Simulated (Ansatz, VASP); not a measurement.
# One calculation of Ti3O4, two programs

Contents of INCAR:

```
PREC     = Accurate       # precision mode
ENCUT    = 520            # plane-wave cutoff, eV
EDIFF    = 1E-6           # SCF threshold, eV
ISMEAR   = 0              # smearing method
SIGMA    = 0.15           # smearing width, eV
LREAL    = F              # projectors in reciprocal space
LASPH    = T              # aspherical terms in the spheres
NELM     = 100            # most SCF steps
ALGO     = Normal         # electronic algorithm
ISIF     = 2              # what is computed and relaxed
LWAVE    = F              # write WAVECAR
LCHARG   = F              # write CHGCAR
GGA      = PS             # functional
NBANDS   = 39             # bands
```

File KPOINTS:

```
Automatic mesh
0
Gamma
  8 8 14
```

Contents of POSCAR:

```
Ti3O4
1.0
    2.9128162286     -4.0303540220      0.0000000000
    2.9128162286      4.0303540220      0.0000000000
    0.0000000000      0.0000000000      2.9690273773
Ti O
3 4
Direct
    0.0000000000      0.0000000000      0.5000000000
    0.5000000000      0.0000000000      0.0000000000
    0.0000000000      0.5000000000      0.0000000000
    0.7627833111      0.7627833111      0.0084202659
    0.2588765548      0.7411234452      0.5084202659
    0.2372166889      0.2372166889      0.0084202659
    0.7411234452      0.2588765548      0.5084202659
```

Input for Ansatz:

```yaml
crystal:
  lattice:
    - [2.9128162286, -4.030354022, 0.0]
    - [2.9128162286, 4.030354022, 0.0]
    - [0.0, 0.0, 2.9690273773]
  atoms:
    - { symbol: Ti, position: [0.0, 0.0, 0.5] }
    - { symbol: Ti, position: [0.5, 0.0, 0.0] }
    - { symbol: Ti, position: [0.0, 0.5, 0.0] }
    - { symbol: O, position: [0.7627833111, 0.7627833111, 0.0084202659] }
    - { symbol: O, position: [0.2588765548, 0.7411234452, 0.5084202659] }
    - { symbol: O, position: [0.2372166889, 0.2372166889, 0.0084202659] }
    - { symbol: O, position: [0.7411234452, 0.2588765548, 0.5084202659] }
basis:
  ecutwfc: 420
kpoints:
  mp_grid: { grid: [8, 8, 14] }
hamiltonian:
  xc: pbesol
scf:
  occupations: { method: gaussian, width: 0.15 }
output:
  forces: true
  stress: true
  eigenvalues: true
```

Change from the starting cell: all O atoms moved +0.025 Å, as atom 4 along Cartesian [0 0 1].

Alike in both runs: task single point; functional PBEsol; k mesh 8 × 8 × 14; occupations gaussian, width 0.15 eV; no spin polarisation.

|  | VASP | Ansatz |
| --- | --- | --- |
| version | VASP 6.6.1 | Ansatz 0.2.0 |
| potentials or method | VASP PAW PBE potentials, release 64 (Ti_sv, O), cutoff 520 eV | scalar-relativistic, plane waves, PAW |
| valence electrons in the cell | 60 | 60 |

```tsv
	VASP	Ansatz	Ansatz less VASP
gap on the k mesh at the Fermi level (eV)	none	none	-
pressure (GPa)	0.9	0.1	-0.76
traceless stress, the component that is largest in VASP (GPa)	0.44	0.41	-0.022
rms of the force components (eV/Å)	0.149	0.147	-0.0021
```

VASP's potentials were made for PBE, not for PBEsol. Atom by atom the forces differ by 0.012 eV/Å (rms over components). A gap of «none» marks a metal or a gap that the smearing closes. With one functional, cell and mesh, what is left measures potentials, basis and numerics.
